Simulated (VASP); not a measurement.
# Si3C (P1) in VASP: single point with PBEsol

Aim: the single point of Si3C with PBEsol.

Program: VASP 6.6.1. These are calculated values, not measurements. Logs are shortened: lines on timing, memory, paths and dates and some standing lists are left out, and cuts for length are marked.

### 1 The cell of the first run

The typed cell holds 16 atoms: a = 9.926 Å, b = 4.963 Å, c = 4.963 Å, α = 90.00°, β = 90.00°, γ = 90.00°.

### 2 Single point, PBEsol, collinear spin

Input file INCAR:

```
PREC = Accurate ; ENCUT = 600
EDIFF = 1E-6 ; ISMEAR = -1
SIGMA = 0.05 ; LREAL = F
LASPH = T ; NELM = 200
ALGO = Normal ; ISIF = 2
LWAVE = F ; LCHARG = T
ISPIN = 2 ; MAGMOM = 0.125 0.125 0.125 0.125 0.125 0.125 0.125 0.125 0.125 0.125 0.125 0.125 0.125 0.125 0.125 0.125
LORBIT = 11 ; GGA = PS
LELF = T ; LVHAR = T
NBANDS = 50 ; GGA_COMPAT = F
```

Input file KPOINTS:

```
Automatic mesh
0
Gamma
  2 2 2
  0.5 0.5 0.5
```

Input file POSCAR:

```
Si3C
1.0
    9.9260860000      0.0000000000      0.0000000000
    0.0000000000      4.9630430000      0.0000000000
    0.0000000000      0.0000000000      4.9630430000
C Si
4 12
Direct
    0.0008060000      0.9979920000      0.0062970000
    0.1267030000      0.2492070000      0.2435480000
    0.2514410000      0.4927230000      0.9985520000
    0.3765960000      0.7468860000      0.2478150000
    0.5018640000      0.0018550000      0.9996030000
    0.6251850000      0.2519110000      0.2540450000
    0.7534630000      0.4908680000      0.9953620000
    0.8746880000      0.7532940000      0.2452160000
    0.2471680000      0.9987650000      0.4960950000
    0.7497660000      0.0066420000      0.5003310000
    0.3725620000      0.2608300000      0.7494140000
    0.8765770000      0.2523490000      0.7503420000
    0.9994300000      0.4915200000      0.5013780000
    0.5005910000      0.4942450000      0.4987140000
    0.1237420000      0.7474380000      0.7490330000
    0.6261000000      0.7537490000      0.7553770000
```

Potentials or basis: VASP PAW PBE potentials, release 64 (C, Si).

The run is started by

```
> cat potpaw_PBE.64/C/POTCAR potpaw_PBE.64/Si/POTCAR > POTCAR
> mpirun -np 1 vasp_std > vasp.out
```

OUTCAR:

```text
PREC = Accurate
   ENCUT = 600
   EDIFF = 1E-6
   ISMEAR = -1
   LREAL = F
   LASPH = T
   NELM = 200
   ISIF = 2
   ISPIN = 2
   LORBIT = 11
   GGA = PS

 ion  position               nearest neighbor table
   1  0.001  0.998  0.006-   8 2.11  15 2.16  12 2.17
   2  0.127  0.249  0.244-   9 2.13  13 2.16
   3  0.251  0.493  0.999-  11 2.07  15 2.18
   4  0.377  0.747  0.248-  14 2.15   5 2.16   9 2.18
   5  0.502  0.002  1.000-  16 2.12   6 2.15   4 2.16  11 2.20
   6  0.625  0.252  0.254-  14 2.11  10 2.12   5 2.15   7 2.16
   7  0.753  0.491  0.995-  12 2.09   6 2.16   8 2.16  16 2.17
   8  0.875  0.753  0.245-   1 2.11   7 2.16  10 2.17  13 2.20
   9  0.247  0.999  0.496-   2 2.13  15 2.15   4 2.18  11 2.20
  10  0.750  0.007  0.500-   6 2.12  12 2.15  16 2.16   8 2.17
  11  0.373  0.261  0.749-   3 2.07  14 2.12   9 2.20   5 2.20
  12  0.877  0.252  0.750-   7 2.09  13 2.10  10 2.15   1 2.17
  13  0.999  0.492  0.501-  12 2.10  15 2.16   2 2.16   8 2.20
  14  0.501  0.494  0.499-   6 2.11  11 2.12   4 2.15  16 2.20
  15  0.124  0.747  0.749-   9 2.15  13 2.16   1 2.16   3 2.18
  16  0.626  0.754  0.755-   5 2.12  10 2.16   7 2.17  14 2.20

  LATTYP: Found a simple tetragonal cell.
 ALAT       =     4.9630430000
 C/A-ratio  =     2.0000000000

  Lattice vectors:

 A1 = (   0.0000000000,   4.9630430000,   0.0000000000)
 A2 = (   0.0000000000,   0.0000000000,   4.9630430000)
 A3 = (   9.9260860000,   0.0000000000,   0.0000000000)

Analysis of symmetry for initial positions (statically):
=====================================================================
 Subroutine PRICEL returns:
 Original cell was already a primitive cell.

 Routine SETGRP: Setting up the symmetry group for a
 simple tetragonal supercell.

 Subroutine GETGRP returns: Found  1 space group operations
 (whereof  1 operations were pure point group operations)
 out of a pool of 16 trial point group operations.

The static configuration has the point symmetry C_1 .

Analysis of symmetry for dynamics (positions and initial velocities):
=====================================================================
 Subroutine PRICEL returns:
 Original cell was already a primitive cell.

 Routine SETGRP: Setting up the symmetry group for a
 simple tetragonal supercell.

 Subroutine GETGRP returns: Found  1 space group operations
 (whereof  1 operations were pure point group operations)
 out of a pool of 16 trial point group operations.

The dynamic configuration has the point symmetry C_1 .

Analysis of structural, dynamic, and magnetic symmetry:
=====================================================================
 Subroutine PRICEL returns:
 Original cell was already a primitive cell.

 Routine SETGRP: Setting up the symmetry group for a
 simple tetragonal supercell.

 Subroutine GETGRP returns: Found  1 space group operations
 (whereof  1 operations were pure point group operations)
 out of a pool of 16 trial point group operations.

The overall configuration has the point symmetry C_1 .

 Subroutine INISYM returns: Found  1 space group operations
 (whereof  1 operations are pure point group operations),
 and found     1 'primitive' translations

----------------------------------------------------------------------------------------

                                     Primitive cell

  volume of cell :     244.4973

  direct lattice vectors                    reciprocal lattice vectors
     9.926086000  0.000000000  0.000000000     0.100744644  0.000000000  0.000000000
     0.000000000  4.963043000  0.000000000     0.000000000  0.201489288  0.000000000
     0.000000000  0.000000000  4.963043000     0.000000000  0.000000000  0.201489288

  length of vectors
     9.926086000  4.963043000  4.963043000     0.100744644  0.201489288  0.201489288

  position of ions in fractional coordinates (direct lattice)
     0.000806000  0.997992000  0.006297000
     0.126703000  0.249207000  0.243548000
[... 66 lines left out ...]
   k-points           NKPTS =      4   k-points in BZ     NKDIM =      4   number of bands    NBANDS=     50
   number of dos      NEDOS =    301   number of ions     NIONS =     16
   total plane-waves  NPLWV = 128000
   dimension x,y,z NGX =    80 NGY =   40 NGZ =   40
   dimension x,y,z NGXF=   160 NGYF=   80 NGZF=   80
   ions per type =               4  12
   NGX,Y,Z   is equivalent  to a cutoff of  13.40, 13.40, 13.40 a.u.
   NGXF,Y,Z  is equivalent  to a cutoff of  26.80, 26.80, 26.80 a.u.
 SYSTEM =  unknown system
   PREC   = accura    normal or accurate (medium, high low for compatibility)
   ISTART =      0    job   : 0-new  1-cont  2-samecut
   ICHARG =      2    charge: 1-file 2-atom 10-const
   ISPIN  =      2    spin polarized calculation?
   LNONCOLLINEAR =      F non collinear calculations
   LSORBIT =      F    spin-orbit coupling
   LASPH  =      T    aspherical Exc in radial PAW
   ENCUT  =  600.0 eV  44.10 Ry    6.64 a.u.  19.82  9.91  9.91*2*pi/ulx,y,z
   NELM   =    200;   NELMIN=  2; NELMDL= -5     # of ELM steps
   EDIFF  = 0.1E-05   stopping-criterion for ELM
   LREAL  =      F    real-space projection
   EDIFFG = 0.1E-04   stopping-criterion for IOM
   NSW    =      0    number of steps for IOM
   IBRION =     -1    ionic relax: 0-MD 1-quasi-New 2-CG
   NFREE  =      0    steps in history (QN), initial steepest desc. (CG)
   ISIF   =      2    stress and relaxation
   ISYM   =      2    0-nonsym 1-usesym 2-fastsym
   POTIM  = 0.5000    time-step for ionic-motion
   TEBEG  =    0.0;   TEEND  =   0.0 temperature during run
   PSTRESS=    0.0 pullay stress
   NELECT =      64.0000    total number of electrons
   NUPDOWN=      -1.0000    fix difference up-down
   EMIN   =  10.00;   EMAX   =-10.00  energy-range for DOS
   EFERMI =   0.00;   METHOD = LEGACY
   ISMEAR =    -1;   SIGMA  =   0.05  broadening in eV -4-tet -1-fermi 0-gaus
   EFERMI_NEDOS =   21; number of points for ismear=-14 and -15
   IALGO  =     38    algorithm
   IMIX   =      4    mixing-type and parameters
     AMIX     =   0.40;   BMIX     =  1.00
     AMIX_MAG =   1.60;   BMIX_MAG =  1.00
  volume/ion in A,a.u.               =      15.28       103.12
  Fermi-wavevector in a.u.,A,eV,Ry     =   1.047233  1.978984 14.921477  1.096698
  Thomas-Fermi vector in A             =   2.182105
   LORBIT       =     11    0 simple, 1 ext, 2 COOP (PROOUT), +10 PAW based schemes
   GGA     = PS    functional components
   LHFCALC =     F    Hartree Fock is set to
   AEXX    =    0.0000 exact exchange contribution
   IVDW    =     0    specifies the selected vdW correction
   LEPSILON=     F    determine dielectric tensor
   LRPA    =     F    only Hartree local field effects (RPA)
 spin polarized calculation
  energy-cutoff  :      600.00
  volume of cell :      244.50
 maximum number of plane-waves:      8153
 NGX is ok and might be reduce to    80
   NGX = 39   NGY = 19   NGZ = 19

 number of electron      64.0000000 magnetization      -0.0002583

 number of electron      64.0000000 magnetization       0.0001644

 Free energy of the ion-electron system (eV)
  ---------------------------------------------------
  ext. energy  EPLUGINS =         0.00000000
  ---------------------------------------------------
  free energy    TOTEN  =       -92.93357724 eV

  energy without entropy =      -92.93353440  energy(sigma->0) =      -92.93355582

 E-fermi :   6.7966     XC(G=0): -10.2623

 val. band max:        6.2992742948   @ k =   0.2500  -0.2500   0.2500
 cond. band min:       7.2757731751   @ k =   0.2500   0.2500  -0.2500
 fundamental gap:      0.9764988803
 Fermi energy:         6.7966062821

 spin component 1

 k-point     1 :       0.2500    0.2500    0.2500
  band No.  band energies     occupation
      1      -6.1797      1.00000
      2      -5.5195      1.00000
      3      -4.4200      1.00000
      4      -3.9603      1.00000
      5      -3.7671      1.00000
      6      -3.4969      1.00000
[... 177 lines left out ...]
     43      10.1284      0.00000
     44      10.3455      0.00000
 Fermi energy:         6.7966062821

 spin component 2

 k-point     1 :       0.2500    0.2500    0.2500
  band No.  band energies     occupation
      1      -6.1797      1.00000
      2      -5.5195      1.00000
      3      -4.4199      1.00000
      4      -3.9603      1.00000
      5      -3.7671      1.00000
      6      -3.4969      1.00000
[... 177 lines left out ...]
     43      10.1284      0.00000
     44      10.3455      0.00000
 [bands above 44 left out]

------------------------ aborting loop because EDIFF is reached ----------------------------------------

  FORCE on cell =-STRESS in cart. coord.  units (eV):
  Direction    XX          YY          ZZ          XY          YZ          ZX
  --------------------------------------------------------------------------------------
  -------------------------------------------------------------------------------------
  Total       12.7082500     17.3774409     15.4251794      7.0607478      3.5495986     -1.0301863
  in kB       83.2764538    113.8734015    101.0803404     46.2686865     23.2603214     -6.7507531
  external PRESSURE =      99.4100652 kB  Pullay stress =       0.0000000 kB

 VOLUME and BASIS-vectors are now :
 -----------------------------------------------------------------------------
  energy-cutoff  :      600.00
  volume of cell :      244.50
      direct lattice vectors                 reciprocal lattice vectors
     9.926086000  0.000000000  0.000000000     0.100744644  0.000000000  0.000000000
     0.000000000  4.963043000  0.000000000     0.000000000  0.201489288  0.000000000
     0.000000000  0.000000000  4.963043000     0.000000000  0.000000000  0.201489288

 POSITION                                       TOTAL-FORCE (eV/Angst)
 -----------------------------------------------------------------------------------
      0.00800      4.95308      0.03125         0.459520      0.443875     -0.218430
      1.25766      1.23683      1.20874         0.063585     -0.272797     -0.465507
      2.49582      2.44541      4.95586        -0.472359      0.440924      0.645205
      3.73812      3.70683      1.22992        -0.438136     -0.269185     -0.041289
      4.98155      0.00921      4.96107        -3.563111     -2.174867      2.359408
      6.20564      1.25025      1.26084         0.048450     -0.094115     -0.635363
[... 8 lines left out ...]
      1.22827      3.70957      3.71748         0.124538     -0.010186      5.518987
      6.21472      3.74089      3.74897         0.037534     -0.761954     -0.822994
 -----------------------------------------------------------------------------------
    total drift:                               -0.000152      0.000020      0.000025

  FREE ENERGIE OF THE ION-ELECTRON SYSTEM (eV)
  ---------------------------------------------------
  free  energy   TOTEN  =       -92.9335772361 eV

  energy  without entropy=      -92.9335344018  energy(sigma->0) =      -92.93355582

 total charge

# of ion       s       p       d       tot
------------------------------------------
    1        0.842   1.301   0.000   2.142
    2        0.854   1.224   0.000   2.078
    3        0.854   1.233   0.000   2.087
    4        0.845   1.286   0.000   2.131
    5        0.761   1.040   0.000   1.801
    6        0.775   1.171   0.000   1.946
[... 8 lines left out ...]
   15        0.751   0.941   0.000   1.692
   16        0.770   1.142   0.000   1.912
--------------------------------------------------
tot         12.552  17.861   0.000  30.413

 magnetization (x)

# of ion       s       p       d       tot
------------------------------------------
    1        0.000  -0.000   0.000   0.000
    2        0.000  -0.000   0.000   0.000
    3        0.000  -0.000   0.000   0.000
    4        0.000  -0.000   0.000   0.000
    5        0.000   0.000   0.000   0.000
    6        0.000   0.000   0.000   0.000
[... 8 lines left out ...]
   15        0.000   0.000   0.000   0.000
   16        0.000   0.000   0.000   0.000
--------------------------------------------------
tot          0.000   0.000   0.000   0.000
```

It took 3.2 min on 1 thread of AMD EPYC 7R43 (Zen 3), shared host; peak memory 0.42 GiB.

What came out:

```yaml
Free_energy: -92.9336 eV
Pressure: 9.9 GPa
Largest_force: 5.553 eV/Å
Band_gap_on_the_k_mesh: 0.98 eV (least direct gap 1.04 eV)
Net_moment: 0.00 μB per cell
Valence_electrons_inside_the_program's_atomic_spheres: C 2.14, 2.08, 2.09, 2.13; Si 1.80, 1.95, 1.93, 1.78, 1.68, 1.81, 1.85, 1.82, 1.69, 1.91 (each value once)
```

Forces on the atoms (eV/Å):
```
C    0.460  0.444 -0.218
C    0.064 -0.273 -0.466
C   -0.472  0.441  0.645
C   -0.438 -0.269 -0.041
Si  -3.563 -2.175  2.359
Si   0.048 -0.094 -0.635
Si  -0.674  1.022  0.536
Si   2.937  2.347 -1.809
Si   0.547  0.312 -5.138
Si   0.447 -0.842  0.292
Si  -2.785  1.248  2.959
Si   2.997 -3.930  2.531
Si   2.849 -1.515 -3.606
Si  -2.577  4.056 -2.106
Si   0.125 -0.010  5.519
Si   0.038 -0.762 -0.823
```

Levels at points of the mesh, in eV from the valence-band top:
Spin up:
```csv
k point,band 30,band 31,band 32,band 33,band 34,band 35
"(0.25, 0.25, 0.25)",-0.90,-0.60,-0.09,1.09,1.74,2.02
```
Spin down:
| k point | band 30 | band 31 | band 32 | band 33 | band 34 | band 35 |
| --- | --- | --- | --- | --- | --- | --- |
| (0.25, 0.25, 0.25) | -0.90 | -0.60 | -0.09 | 1.09 | 1.74 | 2.02 |

Caveat: the k points lie up to 0.63 Å⁻¹ apart; the PAW data sets were made with another functional, which shifts forces and pressure a little; a shifted mesh leaves out Γ, where band edges can lie.
